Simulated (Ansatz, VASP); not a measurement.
**Sr in VASP and in Ansatz**

Contents of POSCAR:

```
Sr
1.0
    4.4177502262      0.0000000000      0.0000000000
   -2.2088751131      3.8258839234      0.0000000000
    0.0000000000      0.0000000000      7.2262500000
Sr
2
Direct
    0.3333333333      0.6666666667      0.2500000000
    0.6666666667      0.3333333333      0.7500000000
```

Contents of INCAR.step1:

```
SYSTEM = Sr
ALGO = Normal
EDIFF = 1E-4
ENCUT = 520
GGA = PE
ISMEAR = 0
LASPH = .TRUE.
LCHARG = .FALSE.
LREAL = .FALSE.
LWAVE = .TRUE.
NBANDS = 17
NELM = 100
PREC = Accurate
SIGMA = 0.15
```

INCAR.step2

```
SYSTEM = Sr
ALGO = Normal
EDIFF = 1E-7
ENCUT = 520
ISIF = 2
ISMEAR = 0
ISTART = 1
LASPH = .TRUE.
LCHARG = .FALSE.
LMIXTAU = .TRUE.
LREAL = .FALSE.
LWAVE = .FALSE.
METAGGA = R2SCAN
NBANDS = 17
NELM = 100
PREC = Accurate
SIGMA = 0.15
```

KPOINTS

```
k-points
0
G
  12 12 8
  0 0 0
```

Input for Ansatz:

```yaml
crystal:
  lattice:
    - [4.4177502262, 0.0, 0.0]
    - [-2.2088751131, 3.8258839234, 0.0]
    - [0.0, 0.0, 7.22625]
  atoms:
    - { symbol: Sr, position: [0.3333333333, 0.6666666667, 0.25] }
    - { symbol: Sr, position: [0.6666666667, 0.3333333333, 0.75] }
basis:
  ecutwfc: 500
kpoints:
  mp_grid: { grid: [12, 12, 8] }
hamiltonian:
  xc: r2scan
scf:
  occupations: { method: gaussian, width: 0.15 }
output:
  forces: true
  stress: true
  eigenvalues: true
```

Change from the starting cell: strain +0.025 along x and y, +0.025 along z, atoms carried along.

Alike in both runs: task single point; functional r2SCAN; k mesh 12 × 12 × 8; occupations gaussian, width 0.15 eV; no spin polarisation.

|  | VASP | Ansatz |
| --- | --- | --- |
| version | VASP 6.6.1 | Ansatz 0.2.0 |
| potentials or method | VASP PAW PBE potentials, release 64 (Sr_sv), cutoff 520 eV | scalar-relativistic, plane waves, PAW |
| valence electrons in the cell | 20 | 20 |

```tsv
	VASP	Ansatz	Ansatz less VASP
gap on the k mesh at the Fermi level (eV)	none	none	-
pressure (GPa)	-0.7	-0.7	-0.01
traceless stress, the component that is largest in VASP (GPa)	0.06	0.06	-0.003
```

VASP's potentials were made for PBE, not for r2SCAN. A gap of «none» marks a metal or a gap that the smearing closes.
